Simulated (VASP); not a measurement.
Runs of VASP 6.6.1 on GaSb. The structure is that of space group Immm (No. 71), or close to it. The cells are those of the table. 

```csv
task,level,potentials or basis,spin,cell,k mesh,cutoff (eV),grid for exact exchange (PRECFOCK),share of exact exchange,screening parameter,gap on the mesh (eV),pressure (GPa),relaxed volume (Å³/atom)
single point,PBE,"VASP PAW PBE potentials, release 64 (Sb, Ga_d)",off,"a = 4.140 Å, angles 134.7, 103.6, 93.5°, 2 atoms",10 × 10 × 10,520,-,-,-,none,2.0,-
relaxation of cell and atoms,PBE,"VASP PAW PBE potentials, release 64 (Sb, Ga_d)",off,"relaxed from a = 4.236 Å, angles 136.9, 101.7, 93.9°, 2 atoms",10 × 10 × 10,600,-,-,-,none,0.0,(a)
single point,PBE,"VASP PAW PBE potentials, release 64 (Sb, Ga_d)",off,"a = 4.207 Å, angles 135.6, 102.7, 93.7°, 2 atoms",10 × 10 × 10,520,-,-,-,none,0.0,-
single point,PBE,"VASP PAW PBE potentials, release 64 (Sb, Ga_d)",off,"a = 4.008 Å, angles 135.1, 103.4, 93.4°, 2 atoms",10 × 10 × 10,520,-,-,-,none,10.0,-
single point,PBE,"VASP PAW PBE potentials, release 64 (Sb, Ga_d)",off,"a = 3.897 Å, angles 135.1, 103.5, 93.3°, 2 atoms",10 × 10 × 10,520,-,-,-,none,20.1,-
single point,PBE,"VASP PAW PBE potentials, release 64 (Sb, Ga_d)",off,"a = 3.812 Å, angles 134.9, 103.9, 93.0°, 2 atoms",10 × 10 × 10,520,-,-,-,none,(b),-
relaxation of cell and atoms,LDA,"VASP PAW LDA potentials, release 64 (Sb, Ga_d)","non-collinear, zero start, SOC","relaxed from a = 4.236 Å, angles 136.9, 101.7, 93.9°, 2 atoms",7 × 7 × 7,600,-,-,-,-,0.0,22.23
single point,PBE-based screened hybrid with 25 % exact exchange,"VASP PAW PBE potentials, release 64 (Sb, Ga_d)",off,"a = 4.236 Å, angles 136.9, 101.7, 93.9°, 2 atoms",5 × 5 × 5,520,Normal,0.25,0.15 1/Å,none,-2.6,-
single point,PBE,"VASP PAW PBE potentials, release 64 (Sb, Ga_d)",off,"a = 4.083 Å, angles 134.9, 103.5, 93.5°, 2 atoms",10 × 10 × 10,520,-,-,-,none,5.0,-
single point,PBEsol-based global hybrid with 25 % exact exchange,"VASP PAW PBE potentials, release 64 (Sb, Ga_d)",off,"a = 4.037 Å, angles 131.4, 107.6, 92.1°, 2 atoms",5 × 5 × 5,520,Normal,0.25,-,none,(c),-
```

Alike in all rows: smearing fermi-dirac 0.05 eV.

Problem. Estimate the missing entries.

Solution. (a) 24.01; (b) 30.3; (c) -0.7.

Caveats: some runs use coarse meshes; spin-orbit coupling is left out, which moves the levels of the heavy elements (at least some runs); the cell stands under pressure (at least some runs); the PAW data sets were made with another functional, which shifts forces and pressure a little (at least some runs).

A k mesh can miss the band edges, and rows without SOC leave out spin-orbit coupling on Ga, Sb.

A gap of «none» marks levels without a gap at the run's occupations.
